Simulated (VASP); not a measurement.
Input of a VASP 6.6.1 run:

Contents of INCAR:

```
SYSTEM = W9C8
  ALGO = Normal
  EDIFF = 1E-7
  ENCUT = 520
  GGA = PS
  ISIF = 2
  ISMEAR = 0
  LASPH = .True.
  LCHARG = .False.
  LREAL = Auto
  LWAVE = .False.
  NBANDS = 93
  NELM = 80
  PREC = Accurate
  SIGMA = 0.15
```

Contents of KPOINTS:

```
k-points
0
Gamma
  4 4 1
  0 0 0
```

File POSCAR:

```
W9C8
1.0
    5.7996800000      0.0000000000      0.0000000000
   -2.8998400000      5.0226700000      0.0000000000
    0.0000000000      0.0000000000     15.2562950000
W C
9 8
Direct
    0.0000000000      0.0000000000      0.0655467137
   -0.0054850630     -0.0036900692      0.2506203505
    0.0000000000      0.5000000000      0.0655467137
   -0.0089983339      0.4946964463      0.2414036304
    0.5000000000      0.0000000000      0.0655467137
    0.4885007319     -0.0062369218      0.2529216301
    0.5000000000      0.5000000000      0.0655467137
    0.4886890410      0.4932872357      0.2530639320
    0.9590622190      0.4773477055      0.4070560382
    0.3318577284      0.1657176362      0.1543649359
    0.3247251176      0.1614091708      0.3280770987
    0.3322228029      0.6657570575      0.1525343473
    0.2947975241      0.6464943944      0.3403541292
    0.8284988407      0.1616431101      0.1514385373
    0.8326312930      0.1698242170      0.3341362369
    0.8285116568      0.6661162290      0.1515173245
    0.8333715991      0.6604138835      0.3345485257
```

Potentials or basis: VASP PAW PBE potentials, release 64 (W_sv, C).

The run is started by

```bash
$ cat potpaw_PBE.64/W_sv/POTCAR potpaw_PBE.64/C/POTCAR > POTCAR
$ mpirun -np 1 vasp_std > vasp.out
```

Problem. Estimate the largest force.

Solution. 1.128 eV/Å.

Problem. Estimate the band gap on the k mesh.

Solution. Zero (bands 79 and 80 overlap by 0.51 eV).

Forces on the atoms (eV/Å):
```
W   -0.137 -0.106  0.053
W   -0.053 -0.026  0.070
W   -0.079 -0.062 -1.034
W   -0.035 -0.018 -0.034
W   -0.100 -0.173  0.324
W    0.015  0.004 -0.100
W   -0.178 -0.027  0.339
W    0.007  0.009 -0.111
W    0.931  0.605  0.202
C   -0.024 -0.017  0.001
C   -0.095 -0.058 -0.004
C    0.005  0.004 -0.015
C    0.196  0.101  0.036
C   -0.017 -0.018  0.020
C   -0.227 -0.044  0.133
C   -0.023 -0.007  0.017
C   -0.186 -0.166  0.105
```

Caveat: the PAW data sets were made with another functional, which shifts forces and pressure a little; spin-orbit coupling is left out, which moves the levels of the heavy elements.
